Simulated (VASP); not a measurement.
Write the native input for VASP 6.6.1 that does the following.

| Property | Result |
| --- | --- |
| Task | single point |
| Functional | PBE |
| Potentials or basis | VASP PAW PBE potentials, release 64 (Re, Hg) |
| Cutoff | 520 eV |
| k mesh | 4 × 4 × 4 |
| Occupations | gaussian, width 0.1 eV |
| Spin | no spin polarisation |
| Dipole correction | no |
| Further INCAR settings | ALGO = Normal; EDIFF = 1e-07; NBANDS = 24 |

The structure of Re3Hg lies in POSCAR:

```
Re3Hg
1.0
    3.9849291908      0.0000000000      0.0000000000
    0.0000000000      3.9849291908      0.0000000000
    0.0000000000      0.0000000000      3.9849291908
Re Hg
3 1
Direct
    0.0000000000      0.5000000000      0.5000000000
    0.5000000000      0.0000000000      0.5000000000
    0.5000000000      0.5000000000      0.0000000000
    0.0000000000      0.0000000000      0.0000000000
```

The input as run:

INCAR

```
PREC = Accurate
ENCUT = 520
EDIFF = 1E-7
ISMEAR = 0
SIGMA = 0.1
LREAL = F
LASPH = T
NELM = 60
ALGO = Normal
ISIF = 2
LWAVE = F
LCHARG = F
GGA = PE
NBANDS = 24
```

KPOINTS

```
regular mesh
0
Gamma
  4 4 4
```

Potentials or basis: VASP PAW PBE potentials, release 64 (Re, Hg).

Command:

```console
$ cat potpaw_PBE.64/Re/POTCAR potpaw_PBE.64/Hg/POTCAR > POTCAR
$ mpirun -np 1 vasp_std > vasp.out
```

It gave:

| Quantity | Value |
| --- | --- |
| Pressure | 1.1 GPa |

Caveat: the k points lie up to 0.39 Å⁻¹ apart.

It took 15 s on 1 thread of Intel(R) Xeon(R) Platinum 8488C (Sapphire Rapids), with other jobs on the host, peak memory 0.17 GiB.
